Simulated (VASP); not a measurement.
Set up this calculation in VASP 6.6.1, as the native input.

```yaml
Task: single point
Functional: BLYP
Potentials_or_basis: VASP PAW PBE potentials, release 64 (Cl, Li_sv)
Cutoff: 520 eV
k_mesh: 9 × 9 × 9
Occupations: fermi-dirac, width 0.05 eV
Spin: no spin polarisation
Dipole_correction: no
Further_INCAR_settings: ALGO = Normal; EDIFF = 1e-07; NBANDS = 12
```

The structure of LiCl lies in POSCAR:

```
LiCl
1.0
    0.0000000000      2.6159904915      2.6159904915
    2.6159904915      0.0000000000      2.6159904915
    2.6159904915      2.6159904915      0.0000000000
Cl Li
1 1
Direct
    0.5000000000      0.5000000000      0.5000000000
    0.0000000000      0.0000000000      0.0000000000
```

These files were run (other wordings do the same):

INCAR

```
AGGAC = 1.0
AGGAX = 1.0
ALDAC = 0.0
ALDAX = 1.0
ALGO = Normal
EDIFF = 1E-7
ENCUT = 520
GGA = B5
ISIF = 2
ISMEAR = -1
LASPH = T
LCHARG = F
LREAL = F
LWAVE = F
NBANDS = 12
NELM = 80
PREC = Accurate
SIGMA = 0.05
```

KPOINTS

```
k-points
0
Gamma
  9 9 9
```

Potentials or basis: VASP PAW PBE potentials, release 64 (Cl, Li_sv).

Command:

```bash
$ cat potpaw_PBE.64/Cl/POTCAR potpaw_PBE.64/Li_sv/POTCAR > POTCAR
$ mpirun -np 1 vasp_std > vasp.out
```

Results of the run:

| Quantity | Value |
| --- | --- |
| Band gap on the k mesh | 6.16 eV, direct |

Wall time 12 s on 1 thread of Intel(R) Xeon(R) 6975P-C (Granite Rapids) (shared host), peak memory 0.15 GiB.
